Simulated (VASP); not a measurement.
# B4N3 (R-3m) in VASP: single point with PBE

Aim: the single point of B4N3 with PBE.

Everything below comes from runs of VASP 6.6.1. Logs are shortened: lines on timing, memory, paths and dates and some standing lists are left out, and cuts for length are marked.

### Step 1. The cell of the first run

It takes space group R-3m (No. 166, trigonal). Conventional cell: a = 3.357 Å, b = 3.357 Å, c = 14.948 Å, α = 90.00°, β = 90.00°, γ = 120.00°. Within 2.2 Å of B (site symmetry 2/m) lie 4 B at 1.68 Å and 4 N at 1.68 to 1.89 Å. B (site symmetry -3m) has 6 N at 2.12 Å and 6 B at 2.67 Å within 2.8 Å. N (site symmetry 3m) has 6 B at 1.89 to 2.12 Å and 6 N at 2.53 to 2.60 Å within 2.6 Å. Within 2.2 Å of N (site symmetry -3m) lie 6 B at 1.68 Å.

The cell was built from a structure type or drawn by symmetry, and may not be a known phase.

### Step 2. Single point, PBE

Input file INCAR:

```
PREC = Accurate
ENCUT = 600
EDIFF = 1E-6
ISMEAR = 0
SIGMA = 0.2
LREAL = False
LASPH = True
NELM = 120
ALGO = Normal
ISIF = 2
LWAVE = False
LCHARG = True
GGA = PE
LELF = True
LVHAR = True
NBANDS = 22
GGA_COMPAT = False
```

Input file KPOINTS:

```
Automatic mesh
0
Gamma
  5 5 5
```

Input file POSCAR:

```
B4N3
1.0
    1.6786331008      0.9691592726      4.9827870479
   -1.6786331008      0.9691592726      4.9827870479
    0.0000000000     -1.9383185452      4.9827870479
B N
4 3
Direct
    0.0000000000      0.0000000000      0.5000000000
    0.5000000000      0.0000000000      0.0000000000
    0.0000000000      0.5000000000      0.0000000000
    0.0000000000      0.0000000000      0.0000000000
    0.2754081240      0.2754081240      0.2754081240
    0.7245918760      0.7245918760      0.7245918760
    0.5000000000      0.5000000000      0.5000000000
```

Potentials or basis: VASP PAW PBE potentials, release 64 (B, N).

Launch:

```sh
$ cat potpaw_PBE.64/B/POTCAR potpaw_PBE.64/N/POTCAR > POTCAR
$ mpirun -np 1 vasp_std > vasp.out
```

OUTCAR:

```text
PREC = Accurate
   ENCUT = 600
   EDIFF = 1E-6
   ISMEAR = 0
   LREAL = False
   LASPH = True
   NELM = 120
   ISIF = 2
   GGA = PE

 ion  position               nearest neighbor table
   1  0.000  0.000  0.500-   2 1.68   3 1.68   3 1.68   2 1.68   7 1.68   7 1.68   5 1.89   6 1.89

   2  0.500  0.000  0.000-   1 1.68   7 1.68   7 1.68   1 1.68   3 1.68   3 1.68   5 1.89   6 1.89

   3  0.000  0.500  0.000-   1 1.68   7 1.68   1 1.68   7 1.68   2 1.68   2 1.68   5 1.89   6 1.89

   4  0.000  0.000  0.000-
   5  0.275  0.275  0.275-   1 1.89   2 1.89   3 1.89
   6  0.725  0.725  0.725-   1 1.89   2 1.89   3 1.89
   7  0.500  0.500  0.500-   2 1.68   3 1.68   2 1.68   3 1.68   1 1.68   1 1.68

  LATTYP: Found a trigonal (rhomboedric) cell.
 ALAT       =     5.3465171418
 COS(alpha) =     0.8028487051

  Lattice vectors:

 A1 = (   1.6786331008,   0.9691592726,   4.9827870479)
 A2 = (  -1.6786331008,   0.9691592726,   4.9827870479)
 A3 = (   0.0000000000,  -1.9383185452,   4.9827870479)

Analysis of symmetry for initial positions (statically):
=====================================================================
 Subroutine PRICEL returns:
 Original cell was already a primitive cell.

 Routine SETGRP: Setting up the symmetry group for a
 trigonal (rhombohedral) supercell.

 Subroutine GETGRP returns: Found 12 space group operations
 (whereof 12 operations were pure point group operations)
 out of a pool of 12 trial point group operations.

The static configuration has the point symmetry D_3d.

Analysis of symmetry for dynamics (positions and initial velocities):
=====================================================================
 Subroutine PRICEL returns:
 Original cell was already a primitive cell.

 Routine SETGRP: Setting up the symmetry group for a
 trigonal (rhombohedral) supercell.

 Subroutine GETGRP returns: Found 12 space group operations
 (whereof 12 operations were pure point group operations)
 out of a pool of 12 trial point group operations.

The dynamic configuration has the point symmetry D_3d.

 Subroutine INISYM returns: Found 12 space group operations
 (whereof 12 operations are pure point group operations),
 and found     1 'primitive' translations

----------------------------------------------------------------------------------------

                                     Primitive cell

  volume of cell :      48.6379

  direct lattice vectors                    reciprocal lattice vectors
     1.678633101  0.969159273  4.982787048     0.297861397  0.171970358  0.066896966
    -1.678633101  0.969159273  4.982787048    -0.297861397  0.171970358  0.066896966
     0.000000000 -1.938318545  4.982787048     0.000000000 -0.343940715  0.066896966

  length of vectors
     5.346517142  5.346517142  5.346517142     0.350386101  0.350386101  0.350386101

  position of ions in fractional coordinates (direct lattice)
     0.000000000  0.000000000  0.500000000
     0.500000000  0.000000000  0.000000000
     0.000000000  0.500000000  0.000000000
     0.000000000  0.000000000  0.000000000
     0.275408124  0.275408124  0.275408124
     0.724591876  0.724591876  0.724591876
     0.500000000  0.500000000  0.500000000

  ion indices of the primitive-cell ions
   primitive index   ion index
                 1           1
                 2           2
                 3           3
                 4           4
                 5           5
                 6           6
                 7           7

----------------------------------------------------------------------------------------

 KPOINTS: Automatic mesh

Automatic generation of k-mesh.
 Grid dimensions read from file:
 generate k-points for:    5    5    5

 Generating k-lattice:

  Cartesian coordinates                     Fractional coordinates (reciprocal lattice)
     0.059572279  0.034394072  0.013379393     0.200000000  0.000000000  0.000000000
    -0.059572279  0.034394072  0.013379393     0.000000000  0.200000000  0.000000000
     0.000000000 -0.068788143  0.013379393     0.000000000  0.000000000  0.200000000

  Length of vectors
     0.070077220  0.070077220  0.070077220

  Shift w.r.t. Gamma in fractional coordinates (k-lattice)
     0.000000000  0.000000000  0.000000000

 Subroutine IBZKPT returns following result:
 ===========================================

 Found     19 irreducible k-points:

 Following reciprocal coordinates:
            Coordinates               Weight
  0.000000  0.000000  0.000000      1.000000
  0.200000  0.000000  0.000000      6.000000
  0.400000  0.000000  0.000000      6.000000
  0.200000  0.200000  0.000000      6.000000
  0.400000  0.200000  0.000000     12.000000
 -0.400000  0.200000  0.000000     12.000000
[... 11 lines left out ...]
  0.400000  0.400000  0.400000      2.000000
 -0.400000  0.400000  0.400000      6.000000
   k-points           NKPTS =     19   k-points in BZ     NKDIM =     19   number of bands    NBANDS=     22
   number of dos      NEDOS =    301   number of ions     NIONS =      7
   total plane-waves  NPLWV = 110592
   dimension x,y,z NGX =    48 NGY =   48 NGZ =   48
   dimension x,y,z NGXF=    96 NGYF=   96 NGZF=   96
   ions per type =               4   3
   NGX,Y,Z   is equivalent  to a cutoff of  14.93, 14.93, 14.93 a.u.
   NGXF,Y,Z  is equivalent  to a cutoff of  29.85, 29.85, 29.85 a.u.
 SYSTEM =  unknown system
   PREC   = accura    normal or accurate (medium, high low for compatibility)
   ISTART =      0    job   : 0-new  1-cont  2-samecut
   ICHARG =      2    charge: 1-file 2-atom 10-const
   ISPIN  =      1    spin polarized calculation?
   LNONCOLLINEAR =      F non collinear calculations
   LSORBIT =      F    spin-orbit coupling
   LASPH  =      T    aspherical Exc in radial PAW
   ENCUT  =  600.0 eV  44.10 Ry    6.64 a.u.  10.68 10.68 10.68*2*pi/ulx,y,z
   NELM   =    120;   NELMIN=  2; NELMDL= -5     # of ELM steps
   EDIFF  = 0.1E-05   stopping-criterion for ELM
   LREAL  =      F    real-space projection
   EDIFFG = 0.1E-04   stopping-criterion for IOM
   NSW    =      0    number of steps for IOM
   IBRION =     -1    ionic relax: 0-MD 1-quasi-New 2-CG
   NFREE  =      0    steps in history (QN), initial steepest desc. (CG)
   ISIF   =      2    stress and relaxation
   ISYM   =      2    0-nonsym 1-usesym 2-fastsym
   POTIM  = 0.5000    time-step for ionic-motion
   TEBEG  =    0.0;   TEEND  =   0.0 temperature during run
   PSTRESS=    0.0 pullay stress
   NELECT =      27.0000    total number of electrons
   NUPDOWN=      -1.0000    fix difference up-down
   EMIN   =  10.00;   EMAX   =-10.00  energy-range for DOS
   EFERMI =   0.00;   METHOD = LEGACY
   ISMEAR =     0;   SIGMA  =   0.20  broadening in eV -4-tet -1-fermi 0-gaus
   EFERMI_NEDOS =   21; number of points for ismear=-14 and -15
   IALGO  =     38    algorithm
   IMIX   =      4    mixing-type and parameters
     AMIX     =   0.40;   BMIX     =  1.00
     AMIX_MAG =   1.60;   BMIX_MAG =  1.00
  volume/ion in A,a.u.               =       6.95        46.89
  Fermi-wavevector in a.u.,A,eV,Ry     =   1.345461  2.542553 24.630170  1.810266
  Thomas-Fermi vector in A             =   2.473372
   LORBIT       =      0    0 simple, 1 ext, 2 COOP (PROOUT), +10 PAW based schemes
   GGA     = PE    functional components
   LHFCALC =     F    Hartree Fock is set to
   AEXX    =    0.0000 exact exchange contribution
   IVDW    =     0    specifies the selected vdW correction
   LEPSILON=     F    determine dielectric tensor
   LRPA    =     F    only Hartree local field effects (RPA)
 non-spin polarized calculation
 Gauss-broadening in eV      SIGMA  =   0.20
  energy-cutoff  :      600.00
  volume of cell :       48.64
 maximum number of plane-waves:      1645
 NGX is ok and might be reduce to    48
   NGX = 21   NGY = 21   NGZ = 21

 number of electron      27.0000000 magnetization

 Free energy of the ion-electron system (eV)
  ---------------------------------------------------
  ext. energy  EPLUGINS =         0.00000000
  ---------------------------------------------------
  free energy    TOTEN  =       -40.03582655 eV

  energy without entropy =      -40.00388698  energy(sigma->0) =      -40.01985677

 E-fermi :   7.0784     XC(G=0): -12.1348

 val. band max:        7.0608781800   @ k =   0.4000   0.4000   0.2000
 cond. band min:       7.0882596197   @ k =   0.2000   0.0000   0.0000
 fundamental gap:      0.0273814397
 Fermi energy:         7.0784032390

 k-point     1 :       0.0000    0.0000    0.0000
  band No.  band energies     occupation
      1     -14.4182      2.00000
      2      -8.5631      2.00000
      3      -7.8571      2.00000
      4      -3.7486      2.00000
      5      -3.7486      2.00000
      6      -2.3570      2.00000
[... 14 lines left out ...]
     21      14.0645      0.00000
     22      15.2662      0.00000

 k-point     2 :       0.2000    0.0000    0.0000
  band No.  band energies     occupation
      1     -13.9846      2.00000
      2      -8.5140      2.00000
      3      -8.0601      2.00000
      4      -4.8873      2.00000
      5      -3.7814      2.00000
      6      -2.7625      2.00000
[... 14 lines left out ...]
     21      13.9600      0.00000
     22      14.1073      0.00000

 k-point     3 :       0.4000    0.0000    0.0000
  band No.  band energies     occupation
      1     -12.8753      2.00000
      2      -9.7248      2.00000
      3      -8.2990      2.00000
      4      -4.5468      2.00000
      5      -3.8323      2.00000
      6      -3.0016      2.00000
[... 14 lines left out ...]
     21      13.2114      0.00000
     22      14.9032      0.00000

 k-point     4 :       0.2000    0.2000    0.0000
  band No.  band energies     occupation
      1     -13.9716      2.00000
      2      -8.8629      2.00000
      3      -7.6287      2.00000
      4      -5.1072      2.00000
      5      -3.7931      2.00000
      6      -2.5341      2.00000
[... 14 lines left out ...]
     21      14.0188      0.00000
     22      14.2396      0.00000

 k-point     5 :       0.4000    0.2000    0.0000
  band No.  band energies     occupation
      1     -13.1683      2.00000
      2      -8.9983      2.00000
      3      -8.5728      2.00000
      4      -5.3004      2.00000
      5      -4.4777      2.00000
      6      -1.3997      2.00000
[... 14 lines left out ...]
     21      13.9718      0.00000
     22      14.7596      0.00000

 k-point     6 :      -0.4000    0.2000    0.0000
  band No.  band energies     occupation
      1     -12.3148      2.00000
      2      -9.9344      2.00000
      3      -8.8205      2.00000
      4      -5.0891      2.00000
      5      -4.6368      2.00000
      6      -1.2867      2.00000
[... 14 lines left out ...]
     21      14.3135      0.00000
     22      14.6716      0.00000

 k-point     7 :      -0.2000    0.2000    0.0000
  band No.  band energies     occupation
      1     -13.1961      2.00000
      2      -8.9422      2.00000
      3      -8.4804      2.00000
      4      -5.1951      2.00000
      5      -4.7394      2.00000
      6      -1.1951      2.00000
[... 199 lines left out ...]
      6      -1.6139      2.00000
[... 14 lines left out ...]
     21      14.2595      0.00000
     22      14.8759      0.00000

 k-point    16 :      -0.2000    0.4000    0.2000
  band No.  band energies     occupation
      1     -12.2992      2.00000
      2      -9.9700      2.00000
      3      -8.7549      2.00000
      4      -5.2473      2.00000
      5      -4.8595      2.00000
      6      -0.7925      2.00000
[... 14 lines left out ...]
     21      14.0562      0.00000
     22      14.6596      0.00000

 k-point    17 :      -0.4000   -0.4000    0.2000
  band No.  band energies     occupation
      1     -12.8148      2.00000
      2      -9.8413      2.00000
      3      -8.2911      2.00000
      4      -4.9860      2.00000
      5      -3.8754      2.00000
      6      -3.1879      2.00000
[... 14 lines left out ...]
     21      14.5806      0.00000
     22      14.8522      0.00000

 k-point    18 :       0.4000    0.4000    0.4000
  band No.  band energies     occupation
      1     -14.3120      2.00000
      2      -9.8551      2.00000
      3      -6.0074      2.00000
      4      -3.7575      2.00000
      5      -3.7575      2.00000
      6      -3.0499      2.00000
[... 14 lines left out ...]
     21      14.3097      0.00000
     22      14.3097      0.00000

 k-point    19 :      -0.4000    0.4000    0.4000
  band No.  band energies     occupation
      1     -13.8826      2.00000
      2      -9.5804      2.00000
      3      -7.2507      2.00000
      4      -4.0208      2.00000
      5      -3.8004      2.00000
      6      -3.1886      2.00000
[... 14 lines left out ...]
     21      14.3507      0.00000
     22      14.4694      0.00000

------------------------ aborting loop because EDIFF is reached ----------------------------------------

  FORCE on cell =-STRESS in cart. coord.  units (eV):
  Direction    XX          YY          ZZ          XY          YZ          ZX
  --------------------------------------------------------------------------------------
  -------------------------------------------------------------------------------------
  Total       -0.1138225     -0.1138225      0.0327819      0.0000000      0.0000000      0.0000000
  in kB       -3.7494218     -3.7494218      1.0798684      0.0000000      0.0000000      0.0000000
  external PRESSURE =      -2.1396584 kB  Pullay stress =       0.0000000 kB

 VOLUME and BASIS-vectors are now :
 -----------------------------------------------------------------------------
  energy-cutoff  :      600.00
  volume of cell :       48.64
      direct lattice vectors                 reciprocal lattice vectors
     1.678633101  0.969159273  4.982787048     0.297861397  0.171970358  0.066896966
    -1.678633101  0.969159273  4.982787048    -0.297861397  0.171970358  0.066896966
     0.000000000 -1.938318545  4.982787048     0.000000000 -0.343940715  0.066896966

 POSITION                                       TOTAL-FORCE (eV/Angst)
 -----------------------------------------------------------------------------------
      0.00000     -0.96916      2.49139         0.000000     -0.000000      0.000000
      0.83932      0.48458      2.49139         0.000000     -0.000000      0.000000
     -0.83932      0.48458      2.49139         0.000000     -0.000000      0.000000
      0.00000      0.00000      0.00000         0.000000     -0.000000      0.000000
      0.00000      0.00000      4.11690         0.000000     -0.000000      0.020613
      0.00000      0.00000     10.83146         0.000000      0.000000     -0.020613
      0.00000      0.00000      7.47418        -0.000000     -0.000000      0.000000
 -----------------------------------------------------------------------------------
    total drift:                                0.000000      0.000000     -0.000000

  FREE ENERGIE OF THE ION-ELECTRON SYSTEM (eV)
  ---------------------------------------------------
  free  energy   TOTEN  =       -40.0358265500 eV

  energy  without entropy=      -40.0038869807  energy(sigma->0) =      -40.01985677
```

Run time: 72 s. Hardware: 1 thread of Intel Xeon Platinum 8488C (Sapphire Rapids), shared host; peak memory 0.29 GiB.

What came out:

| Quantity | Value |
| --- | --- |
| Free energy | -40.0358 eV |
| Pressure | -0.2 GPa |
| Largest force | 0.021 eV/Å |
| Band gap on the k mesh | zero (an odd number of electrons rules out a gap without spin polarisation) |

Forces on the atoms (eV/Å):
```
B    0.000  0.000  0.000
B    0.000  0.000  0.000
B    0.000  0.000  0.000
B    0.000  0.000  0.000
N    0.000  0.000  0.021
N    0.000  0.000 -0.021
N    0.000  0.000  0.000
```

Stress tensor (GPa, compression positive):
```
-0.37  0.00  0.00
 0.00 -0.37  0.00
 0.00  0.00  0.11
```

Caveat: the k points lie up to 0.44 Å⁻¹ apart, too coarse for converged energies and pressures of a metal.
